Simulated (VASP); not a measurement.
Runs of VASP 6.6.1 on SiC (Moissanite 3C). The structure is that of space group F-43m (No. 216), or close to it. The cells are those of the table. 

```tsv
task	level	cell	gap on the mesh (eV)	pressure (GPa)	relaxed volume (Å³/atom)
single point	revPBE+D3(BJ)	a = 3.064 Å, angles 60.0°, 2 atoms	1.59	-0.5	-
relaxation of cell and atoms	PBE	relaxed from a = 3.082 Å, angles 60.0°, 2 atoms	1.60	0.0	(a)
single point	PBE	a = 3.097 Å, angles 60.0°, 2 atoms	1.60	-0.1	-
relaxation of cell and atoms	revPBE+D3(BJ)	relaxed from a = 3.082 Å, angles 60.0°, 2 atoms	1.59	0.0	10.15
```

Alike in all rows: potentials or basis VASP PAW PBE potentials, release 64 (Si, C); no spin polarisation; k mesh 7 × 7 × 7; cutoff (eV) 600; smearing gaussian 0.01 eV.

Task: Fill in the values left out.

Result: (a) 10.49.

Caveats: the PAW data sets were made with another functional, which shifts forces and pressure a little (some runs).

A k mesh can miss the band edges.
